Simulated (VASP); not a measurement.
# Ag (P6_3/mmc) in VASP: a series of runs

Runs on Ag. Level: PBE. Tasks: single point.

Everything below comes from runs of VASP 6.6.1. Logs are shortened: lines on timing, memory, paths and dates and some standing lists are left out, and cuts for length are marked.

**1. The cell of the first run**

Symmetry: P6_3/mmc, No. 194, hexagonal system. Conventional cell: a = 2.937 Å, b = 2.937 Å, c = 9.850 Å, α = 90.00°, β = 90.00°, γ = 120.00°. Within 3.9 Å of Ag (site symmetry -6m2) lie 12 Ag at 2.94 to 2.99 Å. Within 3.9 Å of Ag (site symmetry -3m) lie 12 Ag at 2.94 to 2.99 Å.

This isn't the form of Ag at room conditions, which is fcc.

**2. Single point, PBE (strain +0.000 along x and y, +0.030 along z)**

INCAR

```
PREC = Accurate
ENCUT = 520
EDIFF = 1E-6
ISMEAR = 0
SIGMA = 0.15
LREAL = F
LASPH = T
NELM = 100
ALGO = Fast
ISIF = 2
LWAVE = F
LCHARG = T
GGA = PE
LELF = T
LVHAR = T
NBANDS = 30
```

KPOINTS

```
regular mesh
0
Gamma
  18 18 6
```

POSCAR

```
Ag
1.0
    2.9368174862      0.0000000000      0.0000000000
   -1.4684087431      2.5433585493      0.0000000000
    0.0000000000      0.0000000000      9.8504172480
Ag
4
Direct
    0.3333333333      0.6666666667      0.2500000000
    0.6666666667      0.3333333333      0.7500000000
    0.0000000000      0.0000000000      0.0000000000
    0.0000000000      0.0000000000      0.5000000000
```

Potentials or basis: VASP PAW PBE potentials, release 64 (Ag).

Started as:

```console
> cat potpaw_PBE.64/Ag/POTCAR > POTCAR
> mpirun -np 1 vasp_std > vasp.out
```

OUTCAR:

```text
PREC = Accurate
   ENCUT = 520
   EDIFF = 1E-6
   ISMEAR = 0
   LREAL = F
   LASPH = T
   NELM = 100
   ISIF = 2
   GGA = PE

 ion  position               nearest neighbor table
   1  0.333  0.667  0.250-   3 2.99   4 2.99   3 2.99   4 2.99   3 2.99   4 2.99
   2  0.667  0.333  0.750-   3 2.99   4 2.99   3 2.99   4 2.99   3 2.99   4 2.99
   3  0.000  0.000  0.000-   1 2.99   2 2.99   1 2.99   2 2.99   2 2.99   1 2.99
   4  0.000  0.000  0.500-   1 2.99   2 2.99   1 2.99   2 2.99   2 2.99   1 2.99

  LATTYP: Found a hexagonal cell.
 ALAT       =     2.9368174862
 C/A-ratio  =     3.3541128430

  Lattice vectors:

 A1 = (   2.9368174862,   0.0000000000,   0.0000000000)
 A2 = (  -1.4684087431,   2.5433585493,   0.0000000000)
 A3 = (   0.0000000000,   0.0000000000,   9.8504172480)

Analysis of symmetry for initial positions (statically):
=====================================================================
 Subroutine PRICEL returns:
 Original cell was already a primitive cell.

 Routine SETGRP: Setting up the symmetry group for a
 hexagonal supercell.

 Subroutine GETGRP returns: Found 24 space group operations
 (whereof 12 operations were pure point group operations)
 out of a pool of 24 trial point group operations.

The static configuration has the point symmetry D_3d.
 The point group associated with its full space group is D_6h.

Analysis of symmetry for dynamics (positions and initial velocities):
=====================================================================
 Subroutine PRICEL returns:
 Original cell was already a primitive cell.

 Routine SETGRP: Setting up the symmetry group for a
 hexagonal supercell.

 Subroutine GETGRP returns: Found 24 space group operations
 (whereof 12 operations were pure point group operations)
 out of a pool of 24 trial point group operations.

The dynamic configuration has the point symmetry D_3d.
 The point group associated with its full space group is D_6h.

 Subroutine INISYM returns: Found 24 space group operations
 (whereof 12 operations are pure point group operations),
 and found     1 'primitive' translations

----------------------------------------------------------------------------------------

                                     Primitive cell

  volume of cell :      73.5765

  direct lattice vectors                    reciprocal lattice vectors
     2.936817486  0.000000000  0.000000000     0.340504647  0.196590449  0.000000000
    -1.468408743  2.543358549  0.000000000     0.000000000  0.393180899  0.000000000
     0.000000000  0.000000000  9.850417248     0.000000000  0.000000000  0.101518542

  length of vectors
     2.936817486  2.936817486  9.850417248     0.393180899  0.393180899  0.101518542

  position of ions in fractional coordinates (direct lattice)
     0.333333333  0.666666667  0.250000000
     0.666666667  0.333333333  0.750000000
     0.000000000  0.000000000  0.000000000
     0.000000000  0.000000000  0.500000000

  ion indices of the primitive-cell ions
   primitive index   ion index
                 1           1
                 2           2
                 3           3
                 4           4

----------------------------------------------------------------------------------------

 KPOINTS: regular mesh

Automatic generation of k-mesh.
 Grid dimensions read from file:
 generate k-points for:   18   18    6

 Generating k-lattice:

  Cartesian coordinates                     Fractional coordinates (reciprocal lattice)
     0.018916925  0.010921692  0.000000000     0.055555556  0.000000000  0.000000000
     0.000000000  0.021843383  0.000000000     0.000000000  0.055555556  0.000000000
     0.000000000  0.000000000  0.016919757     0.000000000  0.000000000  0.166666667

  Length of vectors
     0.021843383  0.021843383  0.016919757

  Shift w.r.t. Gamma in fractional coordinates (k-lattice)
     0.000000000  0.000000000  0.000000000

 Subroutine IBZKPT returns following result:
 ===========================================

 Found    148 irreducible k-points:

 Following reciprocal coordinates:
            Coordinates               Weight
  0.000000  0.000000  0.000000      1.000000
  0.055556  0.000000  0.000000      6.000000
  0.111111  0.000000  0.000000      6.000000
  0.166667 -0.000000  0.000000      6.000000
  0.222222 -0.000000  0.000000      6.000000
  0.277778  0.000000  0.000000      6.000000
[... 16 lines left out ...]
  0.333333  0.111111  0.000000     12.000000
  0.388889  0.111111  0.000000     12.000000
 [... further k-points ...]
   k-points           NKPTS =    148   k-points in BZ     NKDIM =    148   number of bands    NBANDS=     30
   number of dos      NEDOS =    301   number of ions     NIONS =      4
   total plane-waves  NPLWV =  46080
   dimension x,y,z NGX =    24 NGY =   24 NGZ =   80
   dimension x,y,z NGXF=    48 NGYF=   48 NGZF=  160
   ions per type =               4
   NGX,Y,Z   is equivalent  to a cutoff of  13.59, 13.59, 13.50 a.u.
   NGXF,Y,Z  is equivalent  to a cutoff of  27.17, 27.17, 27.00 a.u.
 SYSTEM =  unknown system
   PREC   = accura    normal or accurate (medium, high low for compatibility)
   ISTART =      0    job   : 0-new  1-cont  2-samecut
   ICHARG =      2    charge: 1-file 2-atom 10-const
   ISPIN  =      1    spin polarized calculation?
   LNONCOLLINEAR =      F non collinear calculations
   LSORBIT =      F    spin-orbit coupling
   LASPH  =      T    aspherical Exc in radial PAW
   ENCUT  =  520.0 eV  38.22 Ry    6.18 a.u.   5.46  5.46 18.32*2*pi/ulx,y,z
   NELM   =    100;   NELMIN=  2; NELMDL= -5     # of ELM steps
   EDIFF  = 0.1E-05   stopping-criterion for ELM
   LREAL  =      F    real-space projection
   EDIFFG = 0.1E-04   stopping-criterion for IOM
   NSW    =      0    number of steps for IOM
   IBRION =     -1    ionic relax: 0-MD 1-quasi-New 2-CG
   NFREE  =      0    steps in history (QN), initial steepest desc. (CG)
   ISIF   =      2    stress and relaxation
   ISYM   =      2    0-nonsym 1-usesym 2-fastsym
   POTIM  = 0.5000    time-step for ionic-motion
   TEBEG  =    0.0;   TEEND  =   0.0 temperature during run
   PSTRESS=    0.0 pullay stress
   NELECT =      44.0000    total number of electrons
   NUPDOWN=      -1.0000    fix difference up-down
   EMIN   =  10.00;   EMAX   =-10.00  energy-range for DOS
   EFERMI =   0.00;   METHOD = LEGACY
   ISMEAR =     0;   SIGMA  =   0.15  broadening in eV -4-tet -1-fermi 0-gaus
   EFERMI_NEDOS =   21; number of points for ismear=-14 and -15
   IALGO  =     68    algorithm
   IMIX   =      4    mixing-type and parameters
     AMIX     =   0.40;   BMIX     =  1.00
     AMIX_MAG =   1.60;   BMIX_MAG =  1.00
  volume/ion in A,a.u.               =      18.39       124.13
  Fermi-wavevector in a.u.,A,eV,Ry     =   1.379260  2.606423 25.883137  1.902357
  Thomas-Fermi vector in A             =   2.504245
   LORBIT       =      0    0 simple, 1 ext, 2 COOP (PROOUT), +10 PAW based schemes
   GGA     = PE    functional components
   LHFCALC =     F    Hartree Fock is set to
   AEXX    =    0.0000 exact exchange contribution
   IVDW    =     0    specifies the selected vdW correction
   LEPSILON=     F    determine dielectric tensor
   LRPA    =     F    only Hartree local field effects (RPA)
 non-spin polarized calculation
 RMM-DIIS sequential band-by-band and
 Gauss-broadening in eV      SIGMA  =   0.15
  energy-cutoff  :      520.00
  volume of cell :       73.58
 maximum number of plane-waves:      2029
 NGX is ok and might be reduce to    24
   NGX = 11   NGY = 11   NGZ = 37

 number of electron      44.0000022 magnetization

 Free energy of the ion-electron system (eV)
  ---------------------------------------------------
  ext. energy  EPLUGINS =         0.00000000
  ---------------------------------------------------
  free energy    TOTEN  =       -10.84631890 eV

  energy without entropy =      -10.83267097  energy(sigma->0) =      -10.83949493

 E-fermi :   7.4141     XC(G=0): -11.7612

 val. band max:        7.4131044593   @ k =   0.4444  -0.0000   0.1667
 cond. band min:       7.4380179590   @ k =   0.5000  -0.0000   0.0000
 fundamental gap:      0.0249134996
 Fermi energy:         7.4140574932

 k-point     1 :       0.0000    0.0000    0.0000
  band No.  band energies     occupation
      1       0.1924      2.00000
      2       1.4157      2.00000
      3       1.4188      2.00000
      4       1.4503      2.00000
      5       2.7737      2.00000
      6       2.8796      2.00000
[... 22 lines left out ...]
     29      23.0351      0.00000
     30      23.8796      0.00000

 k-point     2 :       0.0556    0.0000    0.0000
  band No.  band energies     occupation
      1       0.2753      2.00000
      2       1.4882      2.00000
      3       1.4903      2.00000
      4       1.5007      2.00000
      5       2.7815      2.00000
      6       2.8409      2.00000
[... 22 lines left out ...]
     29      22.9955      0.00000
     30      23.4965      0.00000

 k-point     3 :       0.1111    0.0000    0.0000
  band No.  band energies     occupation
      1       0.5172      2.00000
      2       1.6357      2.00000
      3       1.6898      2.00000
      4       1.6916      2.00000
      5       2.6842      2.00000
      6       2.7840      2.00000
[... 22 lines left out ...]
     29      22.4883      0.00000
     30      22.5635      0.00000

 k-point     4 :       0.1667   -0.0000    0.0000
  band No.  band energies     occupation
      1       0.8908      2.00000
      2       1.7998      2.00000
      3       1.9450      2.00000
      4       1.9607      2.00000
      5       2.4860      2.00000
      6       2.6060      2.00000
[... 616 lines left out ...]
     29      17.2925      0.00000
     30      19.1876      0.00000

 k-point    23 :       0.3333    0.1111    0.0000
  band No.  band energies     occupation
      1       1.6979      2.00000
      2       1.7068      2.00000
      3       1.7766      2.00000
      4       2.1237      2.00000
      5       2.1684      2.00000
      6       2.4040      2.00000
[... 22 lines left out ...]
     29      16.7256      0.00000
     30      18.2804      0.00000

 k-point    24 :       0.3889    0.1111    0.0000
  band No.  band energies     occupation
      1       1.6132      2.00000
      2       1.6371      2.00000
      3       1.7028      2.00000
      4       2.0479      2.00000
      5       2.1055      2.00000
      6       2.3856      2.00000
[... 22 lines left out ...]
     29      16.2542      0.00000
     30      16.8440      0.00000

 [... further k-points ...]
[... 5 lines left out ...]
  --------------------------------------------------------------------------------------
  -------------------------------------------------------------------------------------
  Total       -0.7849123     -0.7849123     -1.6781008      0.0000000      0.0000000      0.0000000
  in kB      -17.0919859    -17.0919859    -36.5417588      0.0000000      0.0000000      0.0000000
  external PRESSURE =     -23.5752436 kB  Pullay stress =       0.0000000 kB

 VOLUME and BASIS-vectors are now :
 -----------------------------------------------------------------------------
  energy-cutoff  :      520.00
  volume of cell :       73.58
      direct lattice vectors                 reciprocal lattice vectors
     2.936817486  0.000000000  0.000000000     0.340504647  0.196590449  0.000000000
    -1.468408743  2.543358549  0.000000000     0.000000000  0.393180899  0.000000000
     0.000000000  0.000000000  9.850417248     0.000000000  0.000000000  0.101518542

 POSITION                                       TOTAL-FORCE (eV/Angst)
 -----------------------------------------------------------------------------------
     -0.00000      1.69557      2.46260         0.000000     -0.000000     -0.000000
      1.46841      0.84779      7.38781        -0.000000      0.000000      0.000000
      0.00000      0.00000      0.00000         0.000000      0.000000      0.000000
      0.00000      0.00000      4.92521         0.000000      0.000000      0.000000
 -----------------------------------------------------------------------------------
    total drift:                               -0.000000      0.000000     -0.000000

  FREE ENERGIE OF THE ION-ELECTRON SYSTEM (eV)
  ---------------------------------------------------
  free  energy   TOTEN  =       -10.8463188974 eV

  energy  without entropy=      -10.8326709677  energy(sigma->0) =      -10.83949493
```

It took 6.3 min on 1 thread of Intel Xeon 8259CL, shared host; peak memory 0.37 GiB.

Results:

- Free energy: -10.8463 eV
- Pressure: -2.4 GPa
- Band gap on the k mesh: zero (bands 22 and 23 overlap by 6.49 eV)

Caveat: the cell differs from its parent crystal (strain +0.000 along x and y, +0.030 along z).

**3. Single point, PBE (strain +0.030 along x and y, -0.030 along z)**

INCAR

```
SYSTEM = Ag
  PREC = Accurate
  ENCUT = 520
  EDIFF = 1E-6
  ISMEAR = 0
  SIGMA = 0.15
  LREAL = .FALSE.
  LASPH = .TRUE.
  NELM = 80
  ALGO = Fast
  ISIF = 2
  LWAVE = .FALSE.
  LCHARG = .TRUE.
  GGA = PE
  LELF = .TRUE.
  LVHAR = .TRUE.
  NBANDS = 30
```

KPOINTS

```
Automatic mesh
0
G
  18 18 6
  0 0 0
```

POSCAR

```
Ag
1.0
    3.0249220108      0.0000000000      0.0000000000
   -1.5124610054      2.6196593058      0.0000000000
    0.0000000000      0.0000000000      9.2766065346
Ag
4
Direct
    0.3333333333      0.6666666667      0.2500000000
    0.6666666667      0.3333333333      0.7500000000
    0.0000000000      0.0000000000      0.0000000000
    0.0000000000      0.0000000000      0.5000000000
```

Potentials or basis: VASP PAW PBE potentials, release 64 (Ag).

Started as:

```console
> cat potpaw_PBE.64/Ag/POTCAR > POTCAR
> mpirun -np 1 vasp_std > vasp.out
```

Wall time 5.9 min (1 thread of Intel Xeon 8259CL, shared host); peak memory 0.36 GiB.

It converged, with:

* Free energy: -10.8093 eV
* Pressure: -2.0 GPa
* Band gap on the k mesh: zero (bands 22 and 23 overlap by 5.84 eV)

Stress tensor (GPa, compression positive):
```
-3.58  0.00  0.00
 0.00 -3.58  0.00
 0.00  0.00  1.04
```

Levels at points of the mesh, in eV from the Fermi level:
```csv
k point,band 18,band 19,band 20,band 21,band 22,band 23,band 24,band 25,band 26,band 27
"(0.00, 0.00, 0.00)",-3.66,-3.66,-3.35,-3.35,-2.96,-2.96,0.24,4.01,11.87,11.92
"(0.50, 0.00, 0.00)",-2.92,-2.84,-2.79,-0.22,0.69,0.78,1.26,3.73,3.88,7.41
"(0.00, 0.00, 0.50)",-3.75,-3.15,-3.15,-3.15,-3.15,-1.98,-1.98,7.06,7.06,14.91
"(0.50, 0.00, 0.50)",-3.10,-2.94,-2.94,0.12,0.12,1.12,1.12,4.41,4.41,6.05
```

Caveat: the cell differs from its parent crystal (strain +0.030 along x and y, -0.030 along z).

[end of part 1 of 3]

The gap in the log of VASP goes by the Fermi energy; the results here count the filled bands.